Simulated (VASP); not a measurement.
Here is a VASP 6.6.1 calculation.

Contents of INCAR:

```
SYSTEM = V
  PREC = Accurate
  ENCUT = 600
  EDIFF = 1E-7
  ISMEAR = -1
  SIGMA = 0.1
  LREAL = .False.
  LASPH = .True.
  NELM = 100
  ALGO = Normal
  ISIF = 3
  LWAVE = .False.
  LCHARG = .False.
  GGA = PE
  IBRION = 2
  NSW = 32
  EDIFFG = -0.005
  PSTRESS = 1300.0
```

File KPOINTS:

```
regular mesh
0
Gamma
  10 10 13
  0 0 0
```

POSCAR

```
V
1.0
    3.9236134093      0.0000000000      0.0000000000
   -1.9618067046      3.3979488871      0.0000000000
    0.0000000000      0.0000000000      2.1219378294
V
3
Direct
    0.0000000000      0.0000000000      0.0000000000
    0.3333333333      0.6666666667      0.5000000000
    0.6666666667      0.3333333333      0.5000000000
```

Potentials or basis: VASP PAW PBE potentials, release 64 (V_sv).

Command:

```console
$ cat potpaw_PBE.64/V_sv/POTCAR > POTCAR
$ mpirun -np 1 vasp_std > vasp.out
```

Question: Estimate the band gap on the k mesh.

Answer: Zero (an odd number of electrons rules out a gap without spin polarisation).

Question: What does it give for the space group after relaxing (to 0.1 Å)?

Answer: P6/mmm (No. 191).

Question: What does it give for the relaxed cell?

Answer: a = 3.922 Å, b = 3.922 Å, c = 2.132 Å, α = 90.00°, β = 90.00°, γ = 120.00°.

Question: Estimate the relaxed volume.

Answer: 9.47 Å³/atom.

Final structure:
```yaml
crystal:
  lattice:
    - [3.92235, 0.00000, 0.00000]
    - [-1.96118, 3.39686, 0.00000]
    - [0.00000, 0.00000, 2.13218]
  atoms:
    - { symbol: V, position: [0.00000, 0.00000, 0.00000] }
    - { symbol: V, position: [0.33333, 0.66667, 0.50000] }
    - { symbol: V, position: [0.66667, 0.33333, 0.50000] }
```

Caveat: the cell is relaxed towards a set pressure, so the run minimises the enthalpy, not the energy.
